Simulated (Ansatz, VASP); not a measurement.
# W in VASP and in Ansatz

```xyz
2
Lattice="2.7775 0.0000 0.0000 -1.3888 2.4054 0.0000 0.0000 0.0000 4.9680" Properties=species:S:1:pos:R:3 pbc="T T T"
W     0.0000    1.6036    1.2420
W     1.3888    0.8018    3.7260
```

Alike in both runs: functional PBE; k mesh 6 × 6 × 4; occupations gaussian, width 0.1 eV; no spin polarisation.

Ansatz relaxed the structure, and its values are those at the end. VASP's run is a single point on that final structure, the one shown.

|  | VASP | Ansatz |
| --- | --- | --- |
| version | VASP 6.6.1 | Ansatz 0.2.0 |
| potentials or method | VASP PAW PBE potentials, release 64 (W_sv), cutoff 520 eV | scalar-relativistic, plane waves, PAW |
| valence electrons in the cell | 28 | 28 |

Ansatz gave:

```
gap on the k mesh at the Fermi level (eV) : none
pressure (GPa)                            : 0.0
```

Question: Which values does VASP return?

Answer: gap on the k mesh at the Fermi level (eV): none; pressure (GPa): 0.4.

A gap of «none» marks a metal or a gap that the smearing closes. The functional is the same, so the differences come from potentials, cutoffs and numerics.

The k mesh is coarse, so the values compare programs but aren't converged. Neither program's run includes spin-orbit coupling.
